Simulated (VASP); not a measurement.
# BN (R3m) in VASP: notebook

BN is run at these levels: LDA; tasks: single point.

All numbers are computed with VASP 6.6.1; they aren't measurements. Logs are shortened: lines on timing, memory, paths and dates and some standing lists are left out, and cuts for length are marked.

**1. The cell of the first run**

It takes space group R3m (No. 160, trigonal). Conventional cell: a = 2.302 Å, b = 2.302 Å, c = 10.119 Å, α = 90.00°, β = 90.00°, γ = 120.00°. B (site symmetry 3m) has 3 N at 1.33 Å within 1.8 Å. N (site symmetry 3m) has 3 B at 1.33 Å within 1.8 Å.

**2. Single point, LDA (strain -0.080 along x and y, +0.000 along z)**

File INCAR:

```
SYSTEM = BN
PREC = Accurate ; ENCUT = 600
EDIFF = 1E-6 ; ISMEAR = 0
SIGMA = 0.05 ; LREAL = .FALSE.
LASPH = .TRUE. ; NELM = 120
ALGO = Normal ; ISIF = 2
LWAVE = .FALSE. ; LCHARG = .FALSE.
GGA = CA ; NBANDS = 11
GGA_COMPAT = .FALSE.
```

File KPOINTS:

```
Automatic mesh
0
G
  12 12 12
  0 0 0
```

File POSCAR:

```
BN
1.0
    1.1510320406      0.6645486584      3.3729344033
   -1.1510320406      0.6645486584      3.3729344033
    0.0000000000     -1.3290973169      3.3729344033
B N
1 1
Direct
    0.9996712000      0.9996712000      0.9996712000
    0.3327618000      0.3327618000      0.3327618000
```

Potentials or basis: VASP PAW LDA potentials, release 64 (B, N).

Command:

```sh
$ cat potpaw_LDA.64/B/POTCAR potpaw_LDA.64/N/POTCAR > POTCAR
$ mpirun -np 1 vasp_std > vasp.out
```

OUTCAR:

```text
SYSTEM = BN
   PREC = Accurate
   ENCUT = 600
   EDIFF = 1E-6
   ISMEAR = 0
   LREAL = .FALSE.
   LASPH = .TRUE.
   NELM = 120
   ISIF = 2
   GGA = CA

 ion  position               nearest neighbor table
   1  1.000  1.000  1.000-   2 1.33   2 1.33   2 1.33
   2  0.333  0.333  0.333-   1 1.33   1 1.33   1 1.33

  LATTYP: Found a trigonal (rhomboedric) cell.
 ALAT       =     3.6253532472
 COS(alpha) =     0.7983936708

  Lattice vectors:

 A1 = (   1.1510320406,   0.6645486584,   3.3729344033)
 A2 = (  -1.1510320406,   0.6645486584,   3.3729344033)
 A3 = (   0.0000000000,  -1.3290973169,   3.3729344033)

Analysis of symmetry for initial positions (statically):
=====================================================================
 Subroutine PRICEL returns:
 Original cell was already a primitive cell.

 Routine SETGRP: Setting up the symmetry group for a
 trigonal (rhombohedral) supercell.

 Subroutine GETGRP returns: Found  6 space group operations
 (whereof  6 operations were pure point group operations)
 out of a pool of 12 trial point group operations.

The static configuration has the point symmetry C_3v.

Analysis of symmetry for dynamics (positions and initial velocities):
=====================================================================
 Subroutine PRICEL returns:
 Original cell was already a primitive cell.

 Routine SETGRP: Setting up the symmetry group for a
 trigonal (rhombohedral) supercell.

 Subroutine GETGRP returns: Found  6 space group operations
 (whereof  6 operations were pure point group operations)
 out of a pool of 12 trial point group operations.

The dynamic configuration has the point symmetry C_3v.

 Subroutine INISYM returns: Found  6 space group operations
 (whereof  6 operations are pure point group operations),
 and found     1 'primitive' translations

----------------------------------------------------------------------------------------

                                     Primitive cell

  volume of cell :      15.4801

  direct lattice vectors                    reciprocal lattice vectors
     1.151032041  0.664548658  3.372934403     0.434392773  0.250796784  0.098825916
    -1.151032041  0.664548658  3.372934403    -0.434392773  0.250796784  0.098825916
     0.000000000 -1.329097317  3.372934403     0.000000000 -0.501593569  0.098825916

  length of vectors
     3.625353247  3.625353247  3.625353247     0.511236413  0.511236413  0.511236413

  position of ions in fractional coordinates (direct lattice)
     0.999671200  0.999671200  0.999671200
     0.332761800  0.332761800  0.332761800

  ion indices of the primitive-cell ions
   primitive index   ion index
                 1           1
                 2           2

----------------------------------------------------------------------------------------

 KPOINTS: Automatic mesh

Automatic generation of k-mesh.
 Grid dimensions read from file:
 generate k-points for:   12   12   12

 Generating k-lattice:

  Cartesian coordinates                     Fractional coordinates (reciprocal lattice)
     0.036199398  0.020899732  0.008235493     0.083333333  0.000000000  0.000000000
    -0.036199398  0.020899732  0.008235493     0.000000000  0.083333333  0.000000000
     0.000000000 -0.041799464  0.008235493    -0.000000000 -0.000000000  0.083333333

  Length of vectors
     0.042603034  0.042603034  0.042603034

  Shift w.r.t. Gamma in fractional coordinates (k-lattice)
     0.000000000  0.000000000  0.000000000

 Subroutine IBZKPT returns following result:
 ===========================================

 Found    189 irreducible k-points:

 Following reciprocal coordinates:
            Coordinates               Weight
  0.000000  0.000000  0.000000      1.000000
  0.083333  0.000000  0.000000      6.000000
  0.166667  0.000000  0.000000      6.000000
  0.250000  0.000000  0.000000      6.000000
  0.333333  0.000000  0.000000      6.000000
  0.416667  0.000000  0.000000      6.000000
[... 16 lines left out ...]
  0.500000  0.166667  0.000000     12.000000
 -0.416667  0.166667  0.000000     12.000000
 [... further k-points ...]
   k-points           NKPTS =    189   k-points in BZ     NKDIM =    189   number of bands    NBANDS=     11
   number of dos      NEDOS =    301   number of ions     NIONS =      2
   total plane-waves  NPLWV =  27000
   dimension x,y,z NGX =    30 NGY =   30 NGZ =   30
   dimension x,y,z NGXF=    60 NGYF=   60 NGZF=   60
   ions per type =               1   1
   NGX,Y,Z   is equivalent  to a cutoff of  13.76, 13.76, 13.76 a.u.
   NGXF,Y,Z  is equivalent  to a cutoff of  27.51, 27.51, 27.51 a.u.
 SYSTEM =  BN
   PREC   = accura    normal or accurate (medium, high low for compatibility)
   ISTART =      0    job   : 0-new  1-cont  2-samecut
   ICHARG =      2    charge: 1-file 2-atom 10-const
   ISPIN  =      1    spin polarized calculation?
   LNONCOLLINEAR =      F non collinear calculations
   LSORBIT =      F    spin-orbit coupling
   LASPH  =      T    aspherical Exc in radial PAW
   ENCUT  =  600.0 eV  44.10 Ry    6.64 a.u.   7.24  7.24  7.24*2*pi/ulx,y,z
   NELM   =    120;   NELMIN=  2; NELMDL= -5     # of ELM steps
   EDIFF  = 0.1E-05   stopping-criterion for ELM
   LREAL  =      F    real-space projection
   EDIFFG = 0.1E-04   stopping-criterion for IOM
   NSW    =      0    number of steps for IOM
   IBRION =     -1    ionic relax: 0-MD 1-quasi-New 2-CG
   NFREE  =      0    steps in history (QN), initial steepest desc. (CG)
   ISIF   =      2    stress and relaxation
   ISYM   =      2    0-nonsym 1-usesym 2-fastsym
   POTIM  = 0.5000    time-step for ionic-motion
   TEBEG  =    0.0;   TEEND  =   0.0 temperature during run
   PSTRESS=    0.0 pullay stress
   NELECT =       8.0000    total number of electrons
   NUPDOWN=      -1.0000    fix difference up-down
   EMIN   =  10.00;   EMAX   =-10.00  energy-range for DOS
   EFERMI =   0.00;   METHOD = LEGACY
   ISMEAR =     0;   SIGMA  =   0.05  broadening in eV -4-tet -1-fermi 0-gaus
   EFERMI_NEDOS =   21; number of points for ismear=-14 and -15
   IALGO  =     38    algorithm
   IMIX   =      4    mixing-type and parameters
     AMIX     =   0.40;   BMIX     =  1.00
     AMIX_MAG =   1.60;   BMIX_MAG =  1.00
  volume/ion in A,a.u.               =       7.74        52.23
  Fermi-wavevector in a.u.,A,eV,Ry     =   1.313753  2.482633 23.482933  1.725947
  Thomas-Fermi vector in A             =   2.444054
   LORBIT       =      0    0 simple, 1 ext, 2 COOP (PROOUT), +10 PAW based schemes
   GGA     = CA    functional components
   LHFCALC =     F    Hartree Fock is set to
   AEXX    =    0.0000 exact exchange contribution
   IVDW    =     0    specifies the selected vdW correction
   LEPSILON=     F    determine dielectric tensor
   LRPA    =     F    only Hartree local field effects (RPA)
 non-spin polarized calculation
 Gauss-broadening in eV      SIGMA  =   0.05
  energy-cutoff  :      600.00
  volume of cell :       15.48
 maximum number of plane-waves:       530
 NGX is ok and might be reduce to    30
   NGX = 15   NGY = 15   NGZ = 15

 number of electron       8.0000000 magnetization

 Free energy of the ion-electron system (eV)
  ---------------------------------------------------
  ext. energy  EPLUGINS =         0.00000000
  ---------------------------------------------------
  free energy    TOTEN  =       -18.42858764 eV

  energy without entropy =      -18.42858764  energy(sigma->0) =      -18.42858764

 E-fermi :   3.4479     XC(G=0): -10.9479

 val. band max:        3.1839586947   @ k =  -0.3333   0.3333   0.0000
 cond. band min:       7.6763572029   @ k =   0.5000   0.5000   0.0000
 fundamental gap:      4.4923985082
 Fermi energy:         3.4478507651

 k-point     1 :       0.0000    0.0000    0.0000
  band No.  band energies     occupation
      1     -15.9468      2.00000
      2      -2.5958      2.00000
      3       2.2340      2.00000
      4       2.2340      2.00000
      5       7.6781      0.00000
      6      16.9369      0.00000
      7      16.9369      0.00000
      8      19.2226      0.00000
      9      22.8045      0.00000
     10      32.4138      0.00000
     11      33.3605      0.00000

 k-point     2 :       0.0833    0.0000    0.0000
  band No.  band energies     occupation
      1     -15.7847      2.00000
      2      -2.4009      2.00000
      3       1.6080      2.00000
      4       1.8970      2.00000
      5       7.9720      0.00000
      6      16.9060      0.00000
      7      17.6926      0.00000
      8      18.6045      0.00000
      9      23.2756      0.00000
     10      31.2638      0.00000
     11      33.6188      0.00000

 k-point     3 :       0.1667    0.0000    0.0000
  band No.  band energies     occupation
      1     -15.3052      2.00000
      2      -1.8237      2.00000
      3       0.0105      2.00000
      4       1.0879      2.00000
      5       8.7990      0.00000
      6      16.8065      0.00000
      7      17.0025      0.00000
      8      19.7370      0.00000
      9      24.2614      0.00000
     10      28.6294      0.00000
     11      32.1243      0.00000

 k-point     4 :       0.2500    0.0000    0.0000
  band No.  band energies     occupation
      1     -14.5336      2.00000
      2      -2.0609      2.00000
      3      -0.8819      2.00000
      4       0.1645      2.00000
      5      10.0725      0.00000
      6      14.6391      0.00000
      7      16.8985      0.00000
      8      22.6320      0.00000
      9      24.5034      0.00000
     10      26.6513      0.00000
     11      30.2337      0.00000
[... 239 lines left out ...]
 k-point    22 :       0.4167    0.1667    0.0000
  band No.  band energies     occupation
      1     -13.0832      2.00000
      2      -4.2625      2.00000
      3      -1.9018      2.00000
      4       0.5554      2.00000
      5      11.1055      0.00000
      6      14.0938      0.00000
      7      18.6591      0.00000
      8      21.0227      0.00000
      9      22.5628      0.00000
     10      26.6479      0.00000
     11      29.7175      0.00000

 k-point    23 :       0.5000    0.1667    0.0000
  band No.  band energies     occupation
      1     -12.0919      2.00000
      2      -5.8174      2.00000
      3      -2.4749      2.00000
      4       1.8488      2.00000
      5       9.6105      0.00000
      6      15.6808      0.00000
      7      18.5251      0.00000
      8      19.8539      0.00000
      9      21.6875      0.00000
     10      27.4678      0.00000
     11      29.9928      0.00000

 k-point    24 :      -0.4167    0.1667    0.0000
  band No.  band energies     occupation
      1     -11.6085      2.00000
      2      -6.5131      2.00000
      3      -2.6661      2.00000
      4       2.6587      2.00000
      5       8.7646      0.00000
      6      16.1997      0.00000
      7      17.8850      0.00000
      8      19.2714      0.00000
      9      21.9409      0.00000
     10      28.5549      0.00000
     11      29.8541      0.00000

 [... further k-points ...]

------------------------ aborting loop because EDIFF is reached ----------------------------------------

  FORCE on cell =-STRESS in cart. coord.  units (eV):
  Direction    XX          YY          ZZ          XY          YZ          ZX
  --------------------------------------------------------------------------------------
  -------------------------------------------------------------------------------------
  Total       11.5671250     11.5671250     -0.1370321      0.0000000      0.0000000      0.0000000
  in kB     1197.1888561   1197.1888559    -14.1827178      0.0000000      0.0000000      0.0000000
  external PRESSURE =     793.3983314 kB  Pullay stress =       0.0000000 kB

 VOLUME and BASIS-vectors are now :
 -----------------------------------------------------------------------------
  energy-cutoff  :      600.00
  volume of cell :       15.48
      direct lattice vectors                 reciprocal lattice vectors
     1.151032041  0.664548658  3.372934403     0.434392773  0.250796784  0.098825916
    -1.151032041  0.664548658  3.372934403    -0.434392773  0.250796784  0.098825916
     0.000000000 -1.329097317  3.372934403     0.000000000 -0.501593569  0.098825916

 POSITION                                       TOTAL-FORCE (eV/Angst)
 -----------------------------------------------------------------------------------
      0.00000     -0.00000     10.11548         0.000000      0.000000     -0.007407
      0.00000     -0.00000      3.36715         0.000000     -0.000000      0.007407
 -----------------------------------------------------------------------------------
    total drift:                                0.000000      0.000000      0.000051

  FREE ENERGIE OF THE ION-ELECTRON SYSTEM (eV)
  ---------------------------------------------------
  free  energy   TOTEN  =       -18.4285876367 eV

  energy  without entropy=      -18.4285876367  energy(sigma->0) =      -18.42858764
```

Wall time 98 s (1 thread of Intel Xeon Platinum 8375C at 2.90GHz (Ice Lake), shared host); peak memory 0.16 GiB.

Results:

```yaml
Free_energy: -18.4286 eV
Pressure: 79.3 GPa
Largest_force: 0.007 eV/Å
Band_gap_on_the_k_mesh: 4.49 eV, indirect (least direct gap 5.14 eV)
```

Forces on the atoms (eV/Å):
```
B    0.000  0.000 -0.007
N    0.000  0.000  0.007
```

Levels at points of the mesh, in eV from the valence-band top:
```
           k point  band 1  band 2  band 3  band 4  band 5  band 6  band 7  band 8  band 9
(0.00, 0.00, 0.00)  -19.13   -5.78   -0.95   -0.95    4.49   13.75   13.75   16.04   19.62
(0.50, 0.00, 0.00)  -15.16   -9.90   -4.49   -0.93    5.56   12.20   13.96   15.77   21.57
(0.50, 0.50, 0.00)  -15.09   -9.80   -4.53   -1.46    4.49   12.68   15.19   18.27   22.31
(0.50, 0.50, 0.50)  -18.88   -7.64   -0.96   -0.96   10.09   13.70   13.70   15.73   18.40
```

Caveat: the cell differs from its parent crystal (strain -0.080 along x and y, +0.000 along z).

[end of part 1 of 2]
